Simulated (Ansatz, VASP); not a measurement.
**One calculation of Sn, two programs**

INCAR

```
ALGO = Normal ; EDIFF = 1E-6
ENCUT = 500 ; GGA = PS
GGA_COMPAT = False ; ISIF = 2
ISMEAR = -1 ; LASPH = True
LCHARG = False ; LREAL = False
LWAVE = False ; NBANDS = 13
NELM = 120 ; PREC = Accurate
SIGMA = 0.1
```

The input KPOINTS:

```
k-points
0
Gamma
  12 12 12
```

POSCAR

```
Sn
1.0
    3.2816330257     -0.0000000182     -0.0000000315
   -1.0938776581      3.0939532938     -0.0000000315
   -1.0938776581     -1.5469766015      2.6794421768
Sn
1
Direct
    0.0000000000      0.0000000000      0.0000000000
```

Input for Ansatz:

```yaml
crystal:
  lattice:
    a: 3.281633
    b: 3.281633
    c: 3.281633
    alpha: 109.47122
    beta: 109.47122
    gamma: 109.47122
  atoms:
    - { symbol: Sn, position: [0.0, 0.0, 0.0] }
basis:
  ecutwfc: 450.0
kpoints:
  mp_grid:
    grid: [12, 12, 12]
hamiltonian:
  xc: pbesol
  pseudopotentials:
    kind: paw
scf:
  occupations:
    method: fermi_dirac
    width: 0.1
output:
  stress: true
```

Alike in both runs: task single point; functional PBEsol; k mesh 12 × 12 × 12; occupations fermi-dirac, width 0.1 eV; no spin polarisation.

|  | VASP | Ansatz |
| --- | --- | --- |
| version | VASP 6.6.1 | Ansatz 0.2.0 |
| potentials or method | VASP PAW PBE potentials, release 64 (Sn_d), cutoff 500 eV | plane waves, PAW |
| valence electrons in the cell | 14 | 14 |

```csv
,VASP,Ansatz,Ansatz less VASP
pressure (GPa),-2.2,-2.2,+0.02
```

VASP's potentials were made for PBE, not for PBEsol. The functional is the same, so the differences come from potentials, cutoffs and numerics.
